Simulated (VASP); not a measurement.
Be, 1 atom in the cell. The typed cell holds 1 atom: a = 2.139 Å, b = 2.139 Å, c = 2.139 Å, α = 119.98°, β = 119.98°, γ = 90.04°. This isn't the form of Be at room conditions, which is hcp.

```yaml
Program: VASP 6.6.1
Task: relaxation of shape and atoms at fixed volume
Functional: PBE
Potentials_or_basis: VASP PAW PBE potentials, release 64 (Be)
Cutoff: 600 eV
k_mesh: 34 × 34 × 34
Occupations: gaussian, width 0.1 eV
Spin: no spin polarisation
Dipole_correction: no
Further_INCAR_settings: ALGO = Fast; EDIFF = 1e-06; IBRION = 2; EDIFFG = -0.01; NSW = 50; ISIF = 4
```

Potentials or basis: VASP PAW PBE potentials, release 64 (Be).

The run is started by

```sh
$ cat potpaw_PBE.64/Be/POTCAR > POTCAR
$ mpirun -np 1 vasp_std > vasp.out
```

Hardware: 1 thread of Intel(R) Xeon(R) 6975P-C (Granite Rapids), with other jobs on the host.

Task: Estimate the wall time of this run.

Result: Wall time 31 s on 1 thread of Intel(R) Xeon(R) 6975P-C (Granite Rapids), on a shared host, peak memory 0.25 GiB. Counts: scf iterations 9, k points 2844, ion steps 1.
